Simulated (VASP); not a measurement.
Wanted: the native input for a VASP 6.6.1 run.

```
Task                   : single point
Functional             : PBE
Potentials or basis    : VASP PAW PBE potentials, release 64 (Na_pv, H)
Cutoff                 : 520 eV
k mesh                 : 4 × 4 × 1
Occupations            : gaussian, width 0.1 eV
Spin                   : no spin polarisation
Dipole correction      : yes
Further INCAR settings : ALGO = Normal; EDIFF = 1e-06; NBANDS = 40
```

The structure of Na4H lies in POSCAR:

```
Na4H
1.0
    7.2665057608      0.0000000000      0.0000000000
   -2.4221685869      6.8509273320      0.0000000000
    0.0000000000      0.0000000000     20.9665385532
Na H
8 2
Direct
    0.2500000000      0.2500000000      0.1907801800
    0.2500000000      0.7500000000      0.1907801800
    0.7500000000      0.2500000000      0.1907801800
    0.7500000000      0.7500000000      0.1907801800
    0.0000000000      0.0000000000      0.3322693699
    0.0000000000      0.5000000000      0.3322693699
    0.5000000000      0.0000000000      0.3322693699
    0.5000000000      0.5000000000      0.3322693699
   -0.1537878090      0.7500000000      0.4147817977
    0.1537878090      0.7500000000      0.4147817977
```

These files were run (other wordings do the same):

INCAR

```
SYSTEM = Na4H
PREC = Accurate
ENCUT = 520
EDIFF = 1E-6
ISMEAR = 0
SIGMA = 0.1
LREAL = .False.
LASPH = .True.
NELM = 60
ALGO = Normal
ISIF = 2
LWAVE = .False.
LCHARG = .True.
LDIPOL = .True.
IDIPOL = 3
DIPOL = 0.5 0.5 0.292
GGA = PE
LELF = .True.
LVHAR = .True.
LVACPOTAV = .True.
NBANDS = 40
```

KPOINTS

```
Automatic mesh
0
Gamma
  4 4 1
  0 0 0
```

Potentials or basis: VASP PAW PBE potentials, release 64 (Na_pv, H).

Command:

```bash
$ cat potpaw_PBE.64/Na_pv/POTCAR potpaw_PBE.64/H/POTCAR > POTCAR
$ mpirun -np 1 vasp_std > vasp.out
```

Results of the run:

| Property | Result |
| --- | --- |
| Largest force | 0.891 eV/Å |
| Band gap on the k mesh | zero (bands 29 and 30 overlap by 0.78 eV) |

Run time: 10 min on 1 thread of Intel(R) Xeon(R) Platinum 8488C (Sapphire Rapids), on a shared host, peak memory 1 GiB.
